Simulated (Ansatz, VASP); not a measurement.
## GaC3 in VASP and in Ansatz

```
Ga C
1.0
     3.31895    0.00000    0.00000
     0.00000    3.31895    0.00000
     0.00000    0.00000    3.31895
Ga C
1 3
Direct
  0.00000 0.00000 0.00000
  0.00000 0.50000 0.50000
  0.50000 0.00000 0.50000
  0.52000 0.50000 0.00000
```

Alike in both runs: task single point; functional PBEsol; k mesh 6 × 6 × 6; no spin polarisation.

```csv
,VASP,Ansatz
version,VASP 6.6.1,Ansatz 0.2.0
potentials or method,"VASP PAW PBE potentials, release 64 (Ga_d, C)","plane waves, PAW"
plane-wave cutoff (eV),600,420
occupations,"methfessel-paxton of order 1, width 0.1 eV","cold, width 0.1 eV"
valence electrons in the cell,25,25
```

VASP gave:

* gap on the k mesh at the Fermi level (eV): none
* rms of the force components (eV/Å): 0.135

Task: Estimate Ansatz's values.

Result: gap on the k mesh at the Fermi level (eV): none; rms of the force components (eV/Å): 0.137.

VASP's potentials were made for PBE, not for PBEsol. Atom by atom the forces differ by 0.005 eV/Å (rms over components). A gap of «none» marks a metal or a gap that the smearing closes.
